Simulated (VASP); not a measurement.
Write the native input for VASP 6.6.1 that does the following.

```
Task                   : single point
Functional             : PBEsol
Potentials or basis    : VASP PAW PBE potentials, release 64 (Ag)
Cutoff                 : 520 eV
k mesh                 : 20 × 20 × 20
Occupations            : gaussian, width 0.15 eV
Spin                   : no spin polarisation
Dipole correction      : no
Further INCAR settings : ALGO = Fast; EDIFF = 1e-07; NBANDS = 12
```

The structure of Ag lies in POSCAR:

```
Ag
1.0
   -1.6494452975      1.6556540000      1.6494452975
    1.6618627025     -1.6556540000      1.6618627025
    1.6494452975      1.6556540000     -1.6494452975
Ag
1
Direct
    0.0000000000      0.0000000000      0.0000000000
```

This cell differs from its parent crystal: strain +0.0075 x Voigt [0, 0, 0, 0, 1, 0].

The input as run:

INCAR

```
PREC = Accurate
ENCUT = 520
EDIFF = 1E-7
ISMEAR = 0
SIGMA = 0.15
LREAL = False
LASPH = True
NELM = 80
ALGO = Fast
ISIF = 2
LWAVE = False
LCHARG = False
GGA = PS
NBANDS = 12
```

KPOINTS

```
regular mesh
0
Gamma
  20 20 20
```

Potentials or basis: VASP PAW PBE potentials, release 64 (Ag).

Launch:

```console
$ cat potpaw_PBE.64/Ag/POTCAR > POTCAR
$ mpirun -np 1 vasp_std > vasp.out
```

It gave:

The pressure is -7.3 GPa.

Caveat: the cell differs from its parent crystal (strain +0.0075 x Voigt [0, 0, 0, 0, 1, 0]); the PAW data sets were made with another functional, which shifts forces and pressure a little.

Run time: 3.3 min on 1 thread of AMD EPYC 7R13 Processor (Zen 3) (shared host), peak memory 0.31 GiB.
